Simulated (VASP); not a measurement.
# Er (P6_3/mmc) in VASP: single point with PBE

Aim: the single point of Er with PBE.

All numbers are computed with VASP 6.6.1; they aren't measurements. Logs are shortened: lines on timing, memory, paths and dates and some standing lists are left out, and cuts for length are marked.

### Step 1. The cell of the first run

It takes space group P6_3/mmc (No. 194, hexagonal). The conventional cell has a = 3.683 Å, b = 3.683 Å, c = 5.857 Å, α = 90.00°, β = 90.00°, γ = 120.00°. Er (site symmetry -6m2) has 12 Er at 3.62 to 3.68 Å within 4.8 Å.

### Step 2. Single point, PBE, collinear spin, ferromagnetic start

Contents of INCAR:

```
PREC = Accurate
ENCUT = 520
EDIFF = 1E-6
ISMEAR = 0
SIGMA = 0.05
LREAL = False
LASPH = True
NELM = 150
ALGO = Normal
ISIF = 2
LWAVE = False
LCHARG = False
ISPIN = 2
MAGMOM = 3 3
LORBIT = 11
LMAXMIX = 6
GGA = PE
NBANDS = 33
```

Contents of KPOINTS:

```
regular mesh
0
Gamma
  14 14 8
```

Contents of POSCAR:

```
Er
1.0
    3.6833369488      0.0000000000      0.0000000000
   -1.8416684744      3.1898633683      0.0000000000
    0.0000000000      0.0000000000      5.8568888998
Er
2
Direct
    0.3333333333      0.6666666667      0.2500000000
    0.6666666667      0.3333333333      0.7500000000
```

Potentials or basis: VASP PAW PBE potentials, release 64 (Er).

Run with:

```console
> cat potpaw_PBE.64/Er/POTCAR > POTCAR
> mpirun -np 1 vasp_std > vasp.out
```

OUTCAR:

```text
PREC = Accurate
   ENCUT = 520
   EDIFF = 1E-6
   ISMEAR = 0
   LREAL = False
   LASPH = True
   NELM = 150
   ISIF = 2
   ISPIN = 2
   LORBIT = 11
   GGA = PE

 ion  position               nearest neighbor table
   1  0.333  0.667  0.250-   2 3.62   2 3.62   2 3.62   2 3.62   2 3.62   2 3.62
   2  0.667  0.333  0.750-   1 3.62   1 3.62   1 3.62   1 3.62   1 3.62   1 3.62

  LATTYP: Found a hexagonal cell.
 ALAT       =     3.6833369488
 C/A-ratio  =     1.5901040229

  Lattice vectors:

 A1 = (   3.6833369488,   0.0000000000,   0.0000000000)
 A2 = (  -1.8416684744,   3.1898633683,   0.0000000000)
 A3 = (   0.0000000000,   0.0000000000,   5.8568888998)

Analysis of symmetry for initial positions (statically):
=====================================================================
 Subroutine PRICEL returns:
 Original cell was already a primitive cell.

 Routine SETGRP: Setting up the symmetry group for a
 hexagonal supercell.

 Subroutine GETGRP returns: Found 24 space group operations
 (whereof 12 operations were pure point group operations)
 out of a pool of 24 trial point group operations.

The static configuration has the point symmetry D_3d.
 The point group associated with its full space group is D_6h.

Analysis of symmetry for dynamics (positions and initial velocities):
=====================================================================
 Subroutine PRICEL returns:
 Original cell was already a primitive cell.

 Routine SETGRP: Setting up the symmetry group for a
 hexagonal supercell.

 Subroutine GETGRP returns: Found 24 space group operations
 (whereof 12 operations were pure point group operations)
 out of a pool of 24 trial point group operations.

The dynamic configuration has the point symmetry D_3d.
 The point group associated with its full space group is D_6h.

Analysis of structural, dynamic, and magnetic symmetry:
=====================================================================
 Subroutine PRICEL returns:
 Original cell was already a primitive cell.

 Routine SETGRP: Setting up the symmetry group for a
 hexagonal supercell.

 Subroutine GETGRP returns: Found 24 space group operations
 (whereof 12 operations were pure point group operations)
 out of a pool of 24 trial point group operations.

The overall configuration has the point symmetry D_3d.
 The point group associated with its full space group is D_6h.

 Subroutine INISYM returns: Found 24 space group operations
 (whereof 12 operations are pure point group operations),
 and found     1 'primitive' translations

----------------------------------------------------------------------------------------

                                     Primitive cell

  volume of cell :      68.8146

  direct lattice vectors                    reciprocal lattice vectors
     3.683336949  0.000000000  0.000000000     0.271492946  0.156746526  0.000000000
    -1.841668474  3.189863368  0.000000000     0.000000000  0.313493051  0.000000000
     0.000000000  0.000000000  5.856888900     0.000000000  0.000000000  0.170739110

  length of vectors
     3.683336949  3.683336949  5.856888900     0.313493051  0.313493051  0.170739110

  position of ions in fractional coordinates (direct lattice)
     0.333333333  0.666666667  0.250000000
     0.666666667  0.333333333  0.750000000

  ion indices of the primitive-cell ions
   primitive index   ion index
                 1           1
                 2           2

----------------------------------------------------------------------------------------

 KPOINTS: regular mesh

Automatic generation of k-mesh.
 Grid dimensions read from file:
 generate k-points for:   14   14    8

 Generating k-lattice:

  Cartesian coordinates                     Fractional coordinates (reciprocal lattice)
     0.019392353  0.011196180  0.000000000     0.071428571  0.000000000  0.000000000
     0.000000000  0.022392361  0.000000000     0.000000000  0.071428571  0.000000000
     0.000000000  0.000000000  0.021342389     0.000000000  0.000000000  0.125000000

  Length of vectors
     0.022392361  0.022392361  0.021342389

  Shift w.r.t. Gamma in fractional coordinates (k-lattice)
     0.000000000  0.000000000  0.000000000

 Subroutine IBZKPT returns following result:
 ===========================================

 Found    120 irreducible k-points:

 Following reciprocal coordinates:
            Coordinates               Weight
  0.000000  0.000000  0.000000      1.000000
  0.071429 -0.000000  0.000000      6.000000
  0.142857  0.000000  0.000000      6.000000
  0.214286  0.000000  0.000000      6.000000
  0.285714  0.000000  0.000000      6.000000
  0.357143 -0.000000  0.000000      6.000000
[... 16 lines left out ...]
  0.285714  0.285714  0.000000      6.000000
  0.357143  0.285714  0.000000      6.000000
 [... further k-points ...]
   k-points           NKPTS =    120   k-points in BZ     NKDIM =    120   number of bands    NBANDS=     33
   number of dos      NEDOS =    301   number of ions     NIONS =      2
   total plane-waves  NPLWV =  37632
   dimension x,y,z NGX =    28 NGY =   28 NGZ =   48
   dimension x,y,z NGXF=    56 NGYF=   56 NGZF=   96
   ions per type =               2
   NGX,Y,Z   is equivalent  to a cutoff of  12.64, 12.64, 13.62 a.u.
   NGXF,Y,Z  is equivalent  to a cutoff of  25.28, 25.28, 27.25 a.u.
 SYSTEM =  unknown system
   PREC   = accura    normal or accurate (medium, high low for compatibility)
   ISTART =      0    job   : 0-new  1-cont  2-samecut
   ICHARG =      2    charge: 1-file 2-atom 10-const
   ISPIN  =      2    spin polarized calculation?
   LNONCOLLINEAR =      F non collinear calculations
   LSORBIT =      F    spin-orbit coupling
   LASPH  =      T    aspherical Exc in radial PAW
   ENCUT  =  520.0 eV  38.22 Ry    6.18 a.u.   6.85  6.85 10.89*2*pi/ulx,y,z
   NELM   =    150;   NELMIN=  2; NELMDL= -5     # of ELM steps
   EDIFF  = 0.1E-05   stopping-criterion for ELM
   LREAL  =      F    real-space projection
   EDIFFG = 0.1E-04   stopping-criterion for IOM
   NSW    =      0    number of steps for IOM
   IBRION =     -1    ionic relax: 0-MD 1-quasi-New 2-CG
   NFREE  =      0    steps in history (QN), initial steepest desc. (CG)
   ISIF   =      2    stress and relaxation
   ISYM   =      2    0-nonsym 1-usesym 2-fastsym
   POTIM  = 0.5000    time-step for ionic-motion
   TEBEG  =    0.0;   TEEND  =   0.0 temperature during run
   PSTRESS=    0.0 pullay stress
   NELECT =      44.0000    total number of electrons
   NUPDOWN=      -1.0000    fix difference up-down
   EMIN   =  10.00;   EMAX   =-10.00  energy-range for DOS
   EFERMI =   0.00;   METHOD = LEGACY
   ISMEAR =     0;   SIGMA  =   0.05  broadening in eV -4-tet -1-fermi 0-gaus
   EFERMI_NEDOS =   21; number of points for ismear=-14 and -15
   IALGO  =     38    algorithm
   IMIX   =      4    mixing-type and parameters
     AMIX     =   0.40;   BMIX     =  1.00
     AMIX_MAG =   1.60;   BMIX_MAG =  1.00
  volume/ion in A,a.u.               =      34.41       232.19
  Fermi-wavevector in a.u.,A,eV,Ry     =   1.410367  2.665208 27.063836  1.989136
  Thomas-Fermi vector in A             =   2.532328
   LORBIT       =     11    0 simple, 1 ext, 2 COOP (PROOUT), +10 PAW based schemes
   GGA     = PE    functional components
   LHFCALC =     F    Hartree Fock is set to
   AEXX    =    0.0000 exact exchange contribution
   IVDW    =     0    specifies the selected vdW correction
   LEPSILON=     F    determine dielectric tensor
   LRPA    =     F    only Hartree local field effects (RPA)
 spin polarized calculation
 Gauss-broadening in eV      SIGMA  =   0.05
  energy-cutoff  :      520.00
  volume of cell :       68.81
 maximum number of plane-waves:      1890
 NGX is ok and might be reduce to    28
   NGX = 13   NGY = 13   NGZ = 21

 number of electron      44.0000002 magnetization       5.1835075

 Free energy of the ion-electron system (eV)
  ---------------------------------------------------
  ext. energy  EPLUGINS =         0.00000000
  ---------------------------------------------------
  free energy    TOTEN  =       -10.13471433 eV

  energy without entropy =      -10.11124727  energy(sigma->0) =      -10.12298080

 E-fermi :   2.0781     XC(G=0):  -9.6634

 val. band max:        2.0774314424   @ k =   0.2857   0.2143   0.0000
 cond. band min:       2.0783016960   @ k =   0.3571   0.2143   0.3750
 fundamental gap:      0.0008702536
 Fermi energy:         2.0780790167

 spin component 1

 k-point     1 :       0.0000    0.0000    0.0000
  band No.  band energies     occupation
      1     -47.4166      1.00000
      2     -47.3855      1.00000
      3     -21.6558      1.00000
      4     -21.4493      1.00000
      5     -21.4493      1.00000
      6     -21.3798      1.00000
[... 25 lines left out ...]
     32       5.7185      0.00000
     33       7.7605      0.00000
[... 797 lines left out ...]
      3     -21.7101      1.00000
      4     -21.6386      1.00000
      5     -21.6355      1.00000
      6     -21.5478      1.00000
[... 25 lines left out ...]
     32       7.5076      0.00000
     33       7.7933      0.00000

 [... further k-points ...]

 spin component 2

 k-point     1 :       0.0000    0.0000    0.0000
  band No.  band energies     occupation
      1     -46.3157      1.00000
      2     -46.2818      1.00000
      3     -20.9188      1.00000
      4     -20.6355      1.00000
      5     -20.6355      1.00000
      6     -20.5609      1.00000
[... 25 lines left out ...]
     32       5.9734      0.00000
     33       8.0152      0.00000
[... 797 lines left out ...]
      3     -20.9200      1.00000
      4     -20.8386      1.00000
      5     -20.8354      1.00000
      6     -20.7429      1.00000
[... 25 lines left out ...]
     32       7.9680      0.00000
     33       8.2763      0.00000

 [... further k-points ...]

------------------------ aborting loop because EDIFF is reached ----------------------------------------

  FORCE on cell =-STRESS in cart. coord.  units (eV):
  Direction    XX          YY          ZZ          XY          YZ          ZX
  --------------------------------------------------------------------------------------
  -------------------------------------------------------------------------------------
  Total        0.1934065      0.1934065      0.1649393      0.0000000      0.0000000      0.0000000
  in kB        4.5029908      4.5029908      3.8402029      0.0000000      0.0000000      0.0000000
  external PRESSURE =       4.2820615 kB  Pullay stress =       0.0000000 kB

 VOLUME and BASIS-vectors are now :
 -----------------------------------------------------------------------------
  energy-cutoff  :      520.00
  volume of cell :       68.81
      direct lattice vectors                 reciprocal lattice vectors
     3.683336949  0.000000000  0.000000000     0.271492946  0.156746526  0.000000000
    -1.841668474  3.189863368  0.000000000     0.000000000  0.313493051  0.000000000
     0.000000000  0.000000000  5.856888900     0.000000000  0.000000000  0.170739110

 POSITION                                       TOTAL-FORCE (eV/Angst)
 -----------------------------------------------------------------------------------
     -0.00000      2.12658      1.46422         0.000000      0.000000      0.000000
      1.84167      1.06329      4.39267        -0.000000      0.000000      0.000000
 -----------------------------------------------------------------------------------
    total drift:                               -0.000000      0.000000     -0.000000

  FREE ENERGIE OF THE ION-ELECTRON SYSTEM (eV)
  ---------------------------------------------------
  free  energy   TOTEN  =       -10.1347143308 eV

  energy  without entropy=      -10.1112472669  energy(sigma->0) =      -10.12298080

 total charge

# of ion       s       p       d       f       tot
--------------------------------------------------
    1        2.132   5.756   0.344  11.394  19.625
    2        2.132   5.756   0.344  11.394  19.625
--------------------------------------------------
tot          4.264  11.511   0.687  22.788  39.250

 magnetization (x)

# of ion       s       p       d       f       tot
--------------------------------------------------
    1        0.003  -0.011   0.057   2.397   2.446
    2        0.003  -0.011   0.057   2.397   2.446
--------------------------------------------------
tot          0.005  -0.022   0.114   4.794   4.892
```

Wall time 21 min (1 thread of Intel Xeon Platinum 8488C (Sapphire Rapids), shared host); peak memory 0.53 GiB.

What came out:

```
Free energy                                           : -10.1347 eV
Pressure                                              : 0.4 GPa
Net moment                                            : 5.18 μB per cell
Site moments                                          : Er +2.45 μB
Valence electrons inside the program's atomic spheres : Er 19.62
```

Caveat: the magnetic or orbital state may not be the lowest; spin-orbit coupling is left out, which moves the levels of the heavy elements. The state reached can hang on the start; a lower one may exist.
